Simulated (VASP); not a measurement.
# MgO (I4/mmm) in VASP: notebook, part 3 of 3

VASP 6.6.1. The steps go on from the part before.

**5. Single point, PBEsol (strain -0.025 along x and y, +0.000 along z)**

Input file INCAR:

```
SYSTEM = MgO
ALGO = Normal
EDIFF = 1E-7
ENCUT = 520
GGA = PS
ISIF = 2
ISMEAR = 0
LASPH = .TRUE.
LCHARG = .TRUE.
LELF = .TRUE.
LREAL = .FALSE.
LVHAR = .TRUE.
LWAVE = .FALSE.
NBANDS = 11
NELM = 100
PREC = Accurate
SIGMA = 0.05
```

Input file KPOINTS:

```
k-points
0
G
  10 10 10
  0 0 0
```

Input file POSCAR:

```
MgO
1.0
    0.0000000000      2.0544280775      2.1071057205
    2.0544280775      0.0000000000      2.1071057205
    2.0544280775      2.0544280775      0.0000000000
Mg O
1 1
Direct
    0.0000000000      0.0000000000      0.0000000000
    0.5000000000      0.5000000000      0.5000000000
```

Potentials or basis: VASP PAW PBE potentials, release 64 (Mg, O).

Launch:

```console
> cat potpaw_PBE.64/Mg/POTCAR potpaw_PBE.64/O/POTCAR > POTCAR
> mpirun -np 1 vasp_std > vasp.out
```

OUTCAR:

```text
SYSTEM = MgO
   EDIFF = 1E-7
   ENCUT = 520
   GGA = PS
   ISIF = 2
   ISMEAR = 0
   LASPH = .TRUE.
   LREAL = .FALSE.
   NELM = 100
   PREC = Accurate

 ion  position               nearest neighbor table
   1  0.000  0.000  0.000-   2 2.05   2 2.05   2 2.05   2 2.05   2 2.11   2 2.11
   2  0.500  0.500  0.500-   1 2.05   1 2.05   1 2.05   1 2.05   1 2.11   1 2.11

  LATTYP: Found a body centered tetragonal cell.
 ALAT       =     2.9054000501
 C/A-ratio  =     1.4504754486

  Lattice vectors:

 A1 = (  -2.0544280775,   0.0000000000,   2.1071057205)
 A2 = (   2.0544280775,   0.0000000000,   2.1071057205)
 A3 = (   0.0000000000,   2.0544280775,  -2.1071057205)

Analysis of symmetry for initial positions (statically):
=====================================================================
 Subroutine PRICEL returns:
 Original cell was already a primitive cell.

 Routine SETGRP: Setting up the symmetry group for a
 body centered tetragonal supercell.

 Subroutine GETGRP returns: Found 16 space group operations
 (whereof 16 operations were pure point group operations)
 out of a pool of 16 trial point group operations.

The static configuration has the point symmetry D_4h.

Analysis of symmetry for dynamics (positions and initial velocities):
=====================================================================
 Subroutine PRICEL returns:
 Original cell was already a primitive cell.

 Routine SETGRP: Setting up the symmetry group for a
 body centered tetragonal supercell.

 Subroutine GETGRP returns: Found 16 space group operations
 (whereof 16 operations were pure point group operations)
 out of a pool of 16 trial point group operations.

The dynamic configuration has the point symmetry D_4h.

 Subroutine INISYM returns: Found 16 space group operations
 (whereof 16 operations are pure point group operations),
 and found     1 'primitive' translations

----------------------------------------------------------------------------------------

[... 121 lines left out ...]
   LEPSILON=     F    determine dielectric tensor
   LRPA    =     F    only Hartree local field effects (RPA)
 non-spin polarized calculation
 Gauss-broadening in eV      SIGMA  =   0.05
  energy-cutoff  :      520.00
  volume of cell :       17.79
 maximum number of plane-waves:       503
 NGX is ok and might be reduce to    24
   NGX = 11   NGY = 11   NGZ = 11

 number of electron       8.0000000 magnetization

 Free energy of the ion-electron system (eV)
  ---------------------------------------------------
  ext. energy  EPLUGINS =         0.00000000
  ---------------------------------------------------
  free energy    TOTEN  =       -12.48321243 eV

  energy without entropy =      -12.48321243  energy(sigma->0) =      -12.48321243

 E-fermi :   3.7982     XC(G=0): -11.5492

 val. band max:        3.4759901288   @ k =   0.0000   0.0000   0.0000
 cond. band min:       8.5630587982   @ k =   0.0000   0.0000   0.0000
 fundamental gap:      5.0870686693
 Fermi energy:         3.7981853935

 k-point     1 :       0.0000    0.0000    0.0000
  band No.  band energies     occupation
      1     -14.0239      2.00000
      2       3.4286      2.00000
      3       3.4286      2.00000
      4       3.4760      2.00000
      5       8.5631      0.00000
      6      19.1691      0.00000
      7      19.4496      0.00000
      8      19.4496      0.00000
      9      23.3317      0.00000
     10      24.8535      0.00000
     11      25.6979      0.00000
[... 309 lines left out ...]
 k-point    24 :       0.4000    0.3000    0.0000
  band No.  band energies     occupation
      1     -12.6837      2.00000
      2      -0.3670      2.00000
      3       2.0893      2.00000
      4       2.3466      2.00000
      5      13.3663      0.00000
      6      13.8083      0.00000
      7      17.2226      0.00000
      8      22.3320      0.00000
      9      22.4982      0.00000
     10      29.0300      0.00000
     11      31.0650      0.00000

 [... further k-points ...]

------------------------ aborting loop because EDIFF is reached ----------------------------------------

  FORCE on cell =-STRESS in cart. coord.  units (eV):
  Direction    XX          YY          ZZ          XY          YZ          ZX
  --------------------------------------------------------------------------------------
  -------------------------------------------------------------------------------------
  Total        1.2070641      1.2070641      0.4757924      0.0000000      0.0000000     -0.0000000
  in kB      108.7283240    108.7283240     42.8578003      0.0000000      0.0000000     -0.0000000
  external PRESSURE =      86.7714828 kB  Pullay stress =       0.0000000 kB

 VOLUME and BASIS-vectors are now :
 -----------------------------------------------------------------------------
  energy-cutoff  :      520.00
  volume of cell :       17.79
      direct lattice vectors                 reciprocal lattice vectors
     0.000000000  2.054428077  2.107105720    -0.243376736  0.243376736  0.237292318
     2.054428077  0.000000000  2.107105720     0.243376736 -0.243376736  0.237292318
     2.054428077  2.054428077  0.000000000     0.243376736  0.243376736 -0.237292318

 POSITION                                       TOTAL-FORCE (eV/Angst)
 -----------------------------------------------------------------------------------
      0.00000      0.00000      0.00000         0.000000      0.000000     -0.000000
      2.05443      2.05443      2.10711        -0.000000     -0.000000      0.000000
 -----------------------------------------------------------------------------------
    total drift:                               -0.000000     -0.000000      0.000000

  FREE ENERGIE OF THE ION-ELECTRON SYSTEM (eV)
  ---------------------------------------------------
  free  energy   TOTEN  =       -12.4832124344 eV

  energy  without entropy=      -12.4832124344  energy(sigma->0) =      -12.48321243
```

stdout:

```text
POSCAR found type information on POSCAR MgO
 POSCAR found :  2 types and       2 ions
 scaLAPACK will be used
 -----------------------------------------------------------------------------
|                                                                             |
|                                                                             |
|     You enforced a specific xc type in the INCAR file but a different       |
|     I HOPE YOU KNOW WHAT YOU ARE DOING!                                     |
|                                                                             |
 -----------------------------------------------------------------------------

 LDA part: xc-table for (Slater+PW92), standard interpolation
 POSCAR, INCAR and KPOINTS ok, starting setup
 FFT: planning ... GRIDC
 FFT: planning ... GRID_SOFT
 FFT: planning ... GRID
 WAVECAR not read
 entering main loop
```

Wall time 17 s (1 thread of Intel Xeon Platinum 8259CL at 2.50GHz (Skylake/Cascade Lake), shared host); peak memory 0.15 GiB.

Results:

```
Free energy            : -12.4832 eV
Pressure               : 8.7 GPa
Band gap on the k mesh : 5.09 eV, direct
```

Stress tensor (GPa, compression positive):
```
10.87  0.00  0.00
 0.00 10.87  0.00
 0.00  0.00  4.29
```

Levels at points of the mesh, in eV from the valence-band top:
```
           k point  band 2  band 3  band 4  band 5  band 6  band 7
(0.00, 0.00, 0.00)   -0.05   -0.05    0.00    5.09   15.69   15.97
(0.50, 0.00, 0.00)   -4.93   -0.78   -0.72    8.02   13.03   16.38
(0.50, 0.50, 0.00)   -4.45   -1.39   -1.39    9.12   10.43   13.25
(0.50, 0.00, 0.50)   -4.35   -1.59   -1.43    8.86   10.37   13.58
```

Caveat: the cell differs from its parent crystal (strain -0.025 along x and y, +0.000 along z); the PAW data sets were made with another functional, which shifts forces and pressure a little.

**6. Single point, PBEsol (strain +0.000 along x and y, -0.025 along z)**

Input file INCAR:

```
SYSTEM = MgO
PREC = Accurate
ENCUT = 520
EDIFF = 1E-6
ISMEAR = 0
SIGMA = 0.05
LREAL = .False.
LASPH = .True.
NELM = 60
ALGO = Normal
ISIF = 2
LWAVE = .False.
LCHARG = .True.
GGA = PS
LELF = .True.
LVHAR = .True.
NBANDS = 11
```

Input file KPOINTS:

```
Automatic mesh
0
Gamma
  10 10 10
  0 0 0
```

Input file POSCAR:

```
MgO
1.0
    0.0000000000      2.1071057205      2.0544280775
    2.1071057205      0.0000000000      2.0544280775
    2.1071057205      2.1071057205      0.0000000000
Mg O
1 1
Direct
    0.0000000000      0.0000000000      0.0000000000
    0.5000000000      0.5000000000      0.5000000000
```

Potentials or basis: VASP PAW PBE potentials, release 64 (Mg, O).

Launch:

```console
> cat potpaw_PBE.64/Mg/POTCAR potpaw_PBE.64/O/POTCAR > POTCAR
> mpirun -np 1 vasp_std > vasp.out
```

Wall time 16 s (1 thread of Intel Xeon Platinum 8259CL at 2.50GHz (Skylake/Cascade Lake), shared host); peak memory 0.15 GiB.

The run converged. Its results:

```
Free energy            : -12.5014 eV
Pressure               : 3.9 GPa
Band gap on the k mesh : 4.84 eV, direct
```

Stress tensor (GPa, compression positive):
```
1.87 0.00 0.00
0.00 1.87 0.00
0.00 0.00 8.12
```

Levels at points of the mesh, in eV from the valence-band top:
| k point | band 1 | band 2 | band 3 | band 4 | band 5 | band 6 | band 7 | band 8 |
| --- | --- | --- | --- | --- | --- | --- | --- | --- |
| (0.00, 0.00, 0.00) | -17.35 | -0.06 | 0.00 | 0.00 | 4.84 | 15.66 | 15.66 | 15.93 |
| (0.50, 0.00, 0.00) | -15.97 | -4.80 | -0.74 | -0.68 | 7.87 | 12.75 | 16.12 | 16.71 |
| (0.50, 0.50, 0.00) | -15.65 | -4.19 | -1.49 | -1.49 | 8.75 | 10.10 | 13.43 | 18.99 |
| (0.50, 0.00, 0.50) | -15.72 | -4.30 | -1.46 | -1.30 | 9.02 | 10.13 | 13.10 | 19.04 |

Caveat: the cell differs from its parent crystal (strain +0.000 along x and y, -0.025 along z); the PAW data sets were made with another functional, which shifts forces and pressure a little.

**7. Summary**

| cell | gap on the mesh (eV) | pressure (GPa) |
| --- | --- | --- |
| a = 2.906, b = 2.906, c = 2.831 Å, angles 60.9, 60.9, 58.3°, 2 atoms | 5.60 | 20.8 |
| a = 2.868, b = 2.868, c = 2.905 Å, angles 59.6, 59.6, 60.9°, 2 atoms | 5.64 | 19.8 |
| a = 2.945, b = 2.945, c = 2.831 Å, angles 61.3, 61.3, 57.5°, 2 atoms | 5.28 | 16.4 |
| a = 2.943, b = 2.943, c = 2.905 Å, angles 60.4, 60.4, 59.2°, 2 atoms | 5.09 | 8.7 |
| a = 2.943, b = 2.943, c = 2.980 Å, angles 59.6, 59.6, 60.8°, 2 atoms | 4.84 | 3.9 |

Alike in all rows: task single point; level PBEsol; potentials or basis VASP PAW PBE potentials, release 64 (Mg, O); no spin polarisation; k mesh 10 × 10 × 10; cutoff (eV) 520; smearing gaussian 0.05 eV.

Caveats: the PAW data sets were made with another functional, which shifts forces and pressure a little.

Total energies depend on the potentials used, so only differences within one code and one set of settings carry meaning.
